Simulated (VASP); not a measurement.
Runs of VASP 6.6.1 on CaY3Cl2. The structure is that of space group P6/mmm (No. 191), or close to it. The cells are those of the table. 

```csv
task,cell,k mesh,cutoff (eV),gap on the mesh (eV),pressure (GPa),relaxed volume (Å³/atom)
single point,"a = 7.194, b = 7.194, c = 3.728 Å, angles 90.0, 90.0, 120.0°, 6 atoms",3 × 3 × 4,520,none,0.2,-
single point,"a = 7.249, b = 7.249, c = 3.676 Å, angles 90.0, 90.0, 120.0°, 6 atoms",3 × 3 × 6,520,none,0.0,-
single point,"a = 7.249, b = 7.249, c = 3.685 Å, angles 90.0, 90.0, 120.0°, 6 atoms",6 × 6 × 10,520,none,0.0,-
single point,"a = 6.289, b = 6.289, c = 4.164 Å, angles 90.0, 90.0, 120.0°, 6 atoms",3 × 3 × 4,520,none,9.3,-
relaxation of cell and atoms,"relaxed from a = 7.249, b = 7.249, c = 3.676 Å, angles 90.0, 90.0, 120.0°, 6 atoms",6 × 6 × 10,600,none,0.0,27.99
relaxation of cell and atoms,"relaxed from a = 6.289, b = 6.289, c = 4.164 Å, angles 90.0, 90.0, 120.0°, 6 atoms",3 × 3 × 4,600,none,0.0,(a)
relaxation of cell and atoms,"relaxed from a = 7.194, b = 7.194, c = 3.728 Å, angles 90.0, 90.0, 120.0°, 6 atoms",3 × 3 × 6,600,none,-0.1,27.99
```

Alike in all rows: level PBE; potentials or basis VASP PAW PBE potentials, release 64 (Ca_sv, Y_sv, Cl); no spin polarisation; smearing gaussian 0.1 eV.

Fill in the values left out.

(a) 27.98.

Caveats: some runs use coarse meshes; an odd number of electrons without spin polarisation forces a metal; a magnetic or distorted state may lie lower; the volume moved by over 15 % at a fixed basis, so the end points are rough (some runs).

A k mesh can miss the band edges, and the runs leave out spin-orbit coupling on Y.

A gap of «none» marks levels without a gap at the run's occupations.
